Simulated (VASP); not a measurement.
# MgO (Fm-3m) in VASP: notebook

Runs on MgO. Level: r2SCAN. Tasks: single point.

Program: VASP 6.6.1. These are calculated values, not measurements. Logs are shortened: lines on timing, memory, paths and dates and some standing lists are left out, and cuts for length are marked.

### Step 1. The cell of the first run

It takes space group Fm-3m (No. 225, cubic). The conventional cell has a = 4.384 Å, b = 4.384 Å, c = 4.384 Å, α = 90.00°, β = 90.00°, γ = 90.00°. Mg (site symmetry m-3m) has 6 O at 2.19 Å within 2.9 Å. O (site symmetry m-3m) has 6 Mg at 2.19 Å within 2.9 Å.

### Step 2. Single point, r2SCAN

POSCAR reads:

```
MgO
1.0
    0.0000000000      2.1921000000      2.1921000000
    2.1921000000      0.0000000000      2.1921000000
    2.1921000000      2.1921000000      0.0000000000
Mg O
1 1
Direct
    0.0000000000      0.0000000000      0.0000000000
    0.5000000000      0.5000000000      0.5000000000
```

INCAR.step1 reads:

```
SYSTEM = MgO
PREC     = Accurate       ! precision mode
ENCUT    = 660            ! plane-wave cutoff, eV
ISMEAR   = -1             ! smearing method
SIGMA    = 0.02           ! smearing width, eV
LREAL    = .FALSE.        ! projectors in reciprocal space
LASPH    = .TRUE.         ! aspherical terms in the spheres
NELM     = 120            ! most SCF steps
NBANDS   = 11             ! bands
GGA      = PE             ! functional
ALGO     = Normal         ! electronic algorithm
EDIFF    = 1E-5           ! SCF threshold, eV
LWAVE    = .TRUE.         ! write WAVECAR
LCHARG   = .FALSE.        ! write CHGCAR
GGA_COMPAT= .FALSE.
```

INCAR.step2 reads:

```
SYSTEM = MgO
PREC     = Accurate       ! precision mode
ENCUT    = 660            ! plane-wave cutoff, eV
EDIFF    = 1E-6           ! SCF threshold, eV
ISMEAR   = -1             ! smearing method
SIGMA    = 0.02           ! smearing width, eV
LREAL    = .FALSE.        ! projectors in reciprocal space
LASPH    = .TRUE.         ! aspherical terms in the spheres
NELM     = 120            ! most SCF steps
ALGO     = Normal         ! electronic algorithm
ISIF     = 2              ! what is computed and relaxed
LWAVE    = .FALSE.        ! write WAVECAR
LCHARG   = .FALSE.        ! write CHGCAR
METAGGA  = R2SCAN         ! meta-GGA
LMIXTAU  = .TRUE.       
NBANDS   = 11             ! bands
ISTART   = 1            
GGA_COMPAT= .FALSE.
```

KPOINTS reads:

```
Automatic mesh
0
G
  5 5 5
  0 0 0
```

Potentials or basis: VASP PAW PBE potentials, release 64 (Mg, O).

Command:

```bash
> cat potpaw_PBE.64/Mg/POTCAR potpaw_PBE.64/O/POTCAR > POTCAR
> cp INCAR.step1 INCAR
> mpirun -np 1 vasp_std > vasp.out
> cp INCAR.step2 INCAR
> mpirun -np 1 vasp_std > vasp.out
```

OUTCAR:

```text
SYSTEM = MgO
   PREC = Accurate
   ENCUT = 660
   EDIFF = 1E-6
   ISMEAR = -1
   LREAL = .FALSE.
   LASPH = .TRUE.
   NELM = 120
   ISIF = 2
   METAGGA = R2SCAN
   ISTART = 1

 ion  position               nearest neighbor table
   1  0.000  0.000  0.000-   2 2.19   2 2.19   2 2.19   2 2.19   2 2.19   2 2.19
   2  0.500  0.500  0.500-   1 2.19   1 2.19   1 2.19   1 2.19   1 2.19   1 2.19

  LATTYP: Found a face centered cubic cell.
 ALAT       =     4.3842000000

  Lattice vectors:

 A1 = (   0.0000000000,   2.1921000000,   2.1921000000)
 A2 = (   2.1921000000,   0.0000000000,   2.1921000000)
 A3 = (   2.1921000000,   2.1921000000,   0.0000000000)

Analysis of symmetry for initial positions (statically):
=====================================================================
 Subroutine PRICEL returns:
 Original cell was already a primitive cell.

 Routine SETGRP: Setting up the symmetry group for a
 face centered cubic supercell.

 Subroutine GETGRP returns: Found 48 space group operations
 (whereof 48 operations were pure point group operations)
 out of a pool of 48 trial point group operations.

The static configuration has the point symmetry O_h .

Analysis of symmetry for dynamics (positions and initial velocities):
=====================================================================
 Subroutine PRICEL returns:
 Original cell was already a primitive cell.

 Routine SETGRP: Setting up the symmetry group for a
 face centered cubic supercell.

 Subroutine GETGRP returns: Found 48 space group operations
 (whereof 48 operations were pure point group operations)
 out of a pool of 48 trial point group operations.

The dynamic configuration has the point symmetry O_h .

 Subroutine INISYM returns: Found 48 space group operations
 (whereof 48 operations are pure point group operations),
 and found     1 'primitive' translations

----------------------------------------------------------------------------------------

                                     Primitive cell

  volume of cell :      21.0674

  direct lattice vectors                    reciprocal lattice vectors
     0.000000000  2.192100000  2.192100000    -0.228091784  0.228091784  0.228091784
     2.192100000  0.000000000  2.192100000     0.228091784 -0.228091784  0.228091784
     2.192100000  2.192100000  0.000000000     0.228091784  0.228091784 -0.228091784

  length of vectors
     3.100097550  3.100097550  3.100097550     0.395066559  0.395066559  0.395066559

  position of ions in fractional coordinates (direct lattice)
     0.000000000  0.000000000  0.000000000
     0.500000000  0.500000000  0.500000000

  ion indices of the primitive-cell ions
   primitive index   ion index
                 1           1
                 2           2

----------------------------------------------------------------------------------------

 KPOINTS: Automatic mesh

Automatic generation of k-mesh.
 Grid dimensions read from file:
 generate k-points for:    5    5    5

 Generating k-lattice:

  Cartesian coordinates                     Fractional coordinates (reciprocal lattice)
    -0.045618357  0.045618357  0.045618357     0.200000000  0.000000000  0.000000000
     0.045618357 -0.045618357  0.045618357     0.000000000  0.200000000  0.000000000
     0.045618357  0.045618357 -0.045618357     0.000000000  0.000000000  0.200000000

  Length of vectors
     0.079013312  0.079013312  0.079013312

  Shift w.r.t. Gamma in fractional coordinates (k-lattice)
     0.000000000  0.000000000  0.000000000

 Subroutine IBZKPT returns following result:
 ===========================================

 Found     10 irreducible k-points:

 Following reciprocal coordinates:
            Coordinates               Weight
  0.000000  0.000000  0.000000      1.000000
  0.200000  0.000000  0.000000      8.000000
  0.400000  0.000000  0.000000      8.000000
  0.200000  0.200000  0.000000      6.000000
  0.400000  0.200000  0.000000     24.000000
 -0.400000  0.200000  0.000000     24.000000
 -0.200000  0.200000  0.000000     12.000000
  0.400000  0.400000  0.000000      6.000000
 -0.400000  0.400000  0.000000     12.000000
 -0.400000  0.400000  0.200000     24.000000
   k-points           NKPTS =     10   k-points in BZ     NKDIM =     10   number of bands    NBANDS=     11
   number of dos      NEDOS =    301   number of ions     NIONS =      2
   total plane-waves  NPLWV =  21952
   dimension x,y,z NGX =    28 NGY =   28 NGZ =   28
   dimension x,y,z NGXF=    56 NGYF=   56 NGZF=   56
   ions per type =               1   1
   NGX,Y,Z   is equivalent  to a cutoff of  15.02, 15.02, 15.02 a.u.
   NGXF,Y,Z  is equivalent  to a cutoff of  30.03, 30.03, 30.03 a.u.
 SYSTEM =  MgO
   PREC   = accura    normal or accurate (medium, high low for compatibility)
   ISTART =      1    job   : 0-new  1-cont  2-samecut
   ICHARG =      0    charge: 1-file 2-atom 10-const
   ISPIN  =      1    spin polarized calculation?
   LNONCOLLINEAR =      F non collinear calculations
   LSORBIT =      F    spin-orbit coupling
   LASPH  =      T    aspherical Exc in radial PAW
   ENCUT  =  660.0 eV  48.51 Ry    6.96 a.u.   6.49  6.49  6.49*2*pi/ulx,y,z
   NELM   =    120;   NELMIN=  2; NELMDL=  0     # of ELM steps
   EDIFF  = 0.1E-05   stopping-criterion for ELM
   LREAL  =      F    real-space projection
   EDIFFG = 0.1E-04   stopping-criterion for IOM
   NSW    =      0    number of steps for IOM
   IBRION =     -1    ionic relax: 0-MD 1-quasi-New 2-CG
   NFREE  =      0    steps in history (QN), initial steepest desc. (CG)
   ISIF   =      2    stress and relaxation
   ISYM   =      2    0-nonsym 1-usesym 2-fastsym
   POTIM  = 0.5000    time-step for ionic-motion
   TEBEG  =    0.0;   TEEND  =   0.0 temperature during run
   PSTRESS=    0.0 pullay stress
   NELECT =       8.0000    total number of electrons
   NUPDOWN=      -1.0000    fix difference up-down
   EMIN   =  10.00;   EMAX   =-10.00  energy-range for DOS
   EFERMI =   0.00;   METHOD = LEGACY
   ISMEAR =    -1;   SIGMA  =   0.02  broadening in eV -4-tet -1-fermi 0-gaus
   EFERMI_NEDOS =   21; number of points for ismear=-14 and -15
   IALGO  =     38    algorithm
   IMIX   =      4    mixing-type and parameters
     AMIX     =   0.40;   BMIX     =  1.00
     AMIX_MAG =   1.60;   BMIX_MAG =  1.00
  volume/ion in A,a.u.               =      10.53        71.08
  Fermi-wavevector in a.u.,A,eV,Ry     =   1.185499  2.240268 19.121730  1.405407
  Thomas-Fermi vector in A             =   2.321691
   LORBIT       =      0    0 simple, 1 ext, 2 COOP (PROOUT), +10 PAW based schemes
   METAGGA = R2SCAN    functional components
   LHFCALC =     F    Hartree Fock is set to
   AEXX    =    0.0000 exact exchange contribution
   IVDW    =     0    specifies the selected vdW correction
   LEPSILON=     F    determine dielectric tensor
   LRPA    =     F    only Hartree local field effects (RPA)
 non-spin polarized calculation
  energy-cutoff  :      660.00
  volume of cell :       21.07
 maximum number of plane-waves:       869
 NGX is ok and might be reduce to    28
   NGX = 13   NGY = 13   NGZ = 13

 number of electron       8.0000000 magnetization

 Free energy of the ion-electron system (eV)
  ---------------------------------------------------
  ext. energy  EPLUGINS =         0.00000000
  ---------------------------------------------------
  free energy    TOTEN  =       -16.01081559 eV

  energy without entropy =      -16.01081559  energy(sigma->0) =      -16.01081559

 E-fermi :   2.4761     XC(G=0): -10.9892

 val. band max:        1.9519532504   @ k =   0.0000   0.0000   0.0000
 cond. band min:       6.4284288976   @ k =   0.0000   0.0000   0.0000
 fundamental gap:      4.4764756472
 Fermi energy:         2.4761351082

 k-point     1 :       0.0000    0.0000    0.0000
  band No.  band energies     occupation
      1     -15.6794      2.00000
      2       1.9520      2.00000
      3       1.9520      2.00000
      4       1.9520      2.00000
      5       6.4284      0.00000
      6      18.0722      0.00000
      7      18.0722      0.00000
      8      18.0722      0.00000
      9      21.8839      0.00000
     10      23.5303      0.00000
     11      23.5303      0.00000

 k-point     2 :       0.2000    0.0000    0.0000
  band No.  band energies     occupation
      1     -15.3700      2.00000
      2       0.1573      2.00000
      3       1.7531      2.00000
      4       1.7531      2.00000
      5       8.2591      0.00000
      6      15.3149      0.00000
      7      18.6401      0.00000
      8      18.6401      0.00000
      9      21.9162      0.00000
     10      21.9162      0.00000
     11      23.7300      0.00000

 k-point     3 :       0.4000    0.0000    0.0000
  band No.  band energies     occupation
      1     -14.8094      2.00000
      2      -1.8474      2.00000
      3       1.4523      2.00000
      4       1.4523      2.00000
      5       9.8543      0.00000
      6      14.2969      0.00000
      7      18.2676      0.00000
      8      18.2676      0.00000
      9      22.6678      0.00000
     10      23.6584      0.00000
     11      23.6584      0.00000
[... 71 lines left out ...]
 k-point     9 :      -0.4000    0.4000    0.0000
  band No.  band energies     occupation
      1     -14.4826      2.00000
      2      -1.3232      2.00000
      3      -0.1146      2.00000
      4       0.8720      2.00000
      5      12.1884      0.00000
      6      13.0634      0.00000
      7      14.6385      0.00000
      8      19.8132      0.00000
      9      19.9363      0.00000
     10      27.8295      0.00000
     11      28.1378      0.00000

 k-point    10 :      -0.4000    0.4000    0.2000
  band No.  band energies     occupation
      1     -14.5339      2.00000
      2      -1.1411      2.00000
      3      -0.1335      2.00000
      4       0.7394      2.00000
      5      12.8785      0.00000
      6      13.4247      0.00000
      7      14.4881      0.00000
      8      18.0934      0.00000
      9      22.2350      0.00000
     10      24.3025      0.00000
     11      28.7706      0.00000

------------------------ aborting loop because EDIFF is reached ----------------------------------------

  FORCE on cell =-STRESS in cart. coord.  units (eV):
  Direction    XX          YY          ZZ          XY          YZ          ZX
  --------------------------------------------------------------------------------------
  -------------------------------------------------------------------------------------
  Total       -2.2972115     -2.2972115     -2.2972115     -0.0000000     -0.0000000      0.0000000
  in kB     -174.7030455   -174.7030455   -174.7030455     -0.0000000     -0.0000000      0.0000000
  external PRESSURE =    -174.7030455 kB  Pullay stress =       0.0000000 kB

 VOLUME and BASIS-vectors are now :
 -----------------------------------------------------------------------------
  energy-cutoff  :      660.00
  volume of cell :       21.07
      direct lattice vectors                 reciprocal lattice vectors
     0.000000000  2.192100000  2.192100000    -0.228091784  0.228091784  0.228091784
     2.192100000  0.000000000  2.192100000     0.228091784 -0.228091784  0.228091784
     2.192100000  2.192100000  0.000000000     0.228091784  0.228091784 -0.228091784

 POSITION                                       TOTAL-FORCE (eV/Angst)
 -----------------------------------------------------------------------------------
      0.00000      0.00000      0.00000        -0.000000      0.000000     -0.000000
      2.19210      2.19210      2.19210         0.000000     -0.000000      0.000000
 -----------------------------------------------------------------------------------
    total drift:                                0.000000      0.000000      0.000000

  FREE ENERGIE OF THE ION-ELECTRON SYSTEM (eV)
  ---------------------------------------------------
  free  energy   TOTEN  =       -16.0108155920 eV

  energy  without entropy=      -16.0108155920  energy(sigma->0) =      -16.01081559
```

Run time: 24 s. Hardware: 1 thread of Intel Xeon Platinum 8259CL at 2.50GHz (Skylake/Cascade Lake), shared host; peak memory 0.16 GiB.

What came out:

| Item | Value |
| --- | --- |
| Free energy | -16.0108 eV |
| Pressure | -17.5 GPa |
| Band gap on the k mesh | 4.48 eV |

Levels at points of the mesh, in eV from the valence-band top:
```
           k point  band 1  band 2  band 3  band 4  band 5  band 6  band 7  band 8
(0.00, 0.00, 0.00)  -17.63    0.00    0.00    0.00    4.48   16.12   16.12   16.12
```

Caveat: the k points lie up to 0.50 Å⁻¹ apart; the PAW data sets were made with another functional, which shifts forces and pressure a little. r2SCAN opens gaps a little over a GGA but as a rule still falls short of measured ones.

### Step 3. Single point, r2SCAN

POSCAR is that of step 2.

INCAR.step1 reads:

```
SYSTEM = MgO
ALGO = Normal
EDIFF = 1E-5
ENCUT = 660
GGA = PE
GGA_COMPAT = .False.
ISMEAR = -1
LASPH = .True.
LCHARG = .False.
LREAL = .False.
LWAVE = .True.
NBANDS = 11
NELM = 120
PREC = Accurate
SIGMA = 0.02
```

INCAR.step2 reads:

```
SYSTEM = MgO
ALGO = Normal
EDIFF = 1E-6
ENCUT = 660
GGA_COMPAT = .False.
ISIF = 2
ISMEAR = -1
ISTART = 1
LASPH = .True.
LCHARG = .True.
LELF = .True.
LMIXTAU = .True.
LREAL = .False.
LVHAR = .True.
LWAVE = .False.
METAGGA = R2SCAN
NBANDS = 11
NELM = 120
PREC = Accurate
SIGMA = 0.02
```

KPOINTS reads:

```
k-points
0
Gamma
  9 9 9
  0 0 0
```

Potentials or basis: VASP PAW PBE potentials, release 64 (Mg, O).

Command:

```bash
> cat potpaw_PBE.64/Mg/POTCAR potpaw_PBE.64/O/POTCAR > POTCAR
> cp INCAR.step1 INCAR
> mpirun -np 1 vasp_std > vasp.out
> cp INCAR.step2 INCAR
> mpirun -np 1 vasp_std > vasp.out
```

Run time: 51 s. Hardware: 1 thread of Intel Xeon Platinum 8259CL at 2.50GHz (Skylake/Cascade Lake), shared host; peak memory 0.17 GiB.

The run converged. Its results:

| Item | Value |
| --- | --- |
| Free energy | -16.0124 eV |
| Pressure | -17.5 GPa |
| Band gap on the k mesh | 4.48 eV |

Levels at points of the mesh, in eV from the valence-band top:
| k point | band 2 | band 3 | band 4 | band 5 | band 6 | band 7 |
| --- | --- | --- | --- | --- | --- | --- |
| (0.00, 0.00, 0.00) | 0.00 | 0.00 | 0.00 | 4.48 | 16.12 | 16.12 |

Caveat: the cell stands under tension; the PAW data sets were made with another functional, which shifts forces and pressure a little. r2SCAN opens gaps a little over a GGA but as a rule still falls short of measured ones.

(Part 1 of 2 ends here.)
